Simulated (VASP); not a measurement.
A run of VASP 6.6.1:

INCAR

```
SYSTEM = HfN
ALGO = Normal
EDIFF = 1E-7
ENCUT = 520
GGA = PE
ISIF = 2
ISMEAR = -1
LASPH = .True.
LCHARG = .False.
LREAL = .False.
LWAVE = .False.
NBANDS = 14
NELM = 60
PREC = Accurate
SIGMA = 0.1
```

KPOINTS

```
k-points
0
Gamma
  8 8 8
  0 0 0
```

The input POSCAR:

```
HfN
1.0
    0.0000000000      2.2650000000      2.2650000000
    2.2650000000      0.0000000000      2.2650000000
    2.2650000000      2.2650000000      0.0000000000
Hf N
1 1
Direct
   -0.0044150110      0.0044150110      0.0044150110
    0.5000000000      0.5000000000      0.5000000000
```

Potentials or basis: VASP PAW PBE potentials, release 64 (Hf_pv, N).

Run with:

```console
$ cat potpaw_PBE.64/Hf_pv/POTCAR potpaw_PBE.64/N/POTCAR > POTCAR
$ mpirun -np 1 vasp_std > vasp.out
```

Hardware: 1 thread of AMD EPYC 9R45 (Zen 5), with other jobs on the host.

Task: Estimate the wall time of this run.

Result: It took 12 s on 1 thread of AMD EPYC 9R45 (Zen 5), on a shared host, peak memory 0.12 GiB. Counts: scf iterations 14, k points 59.
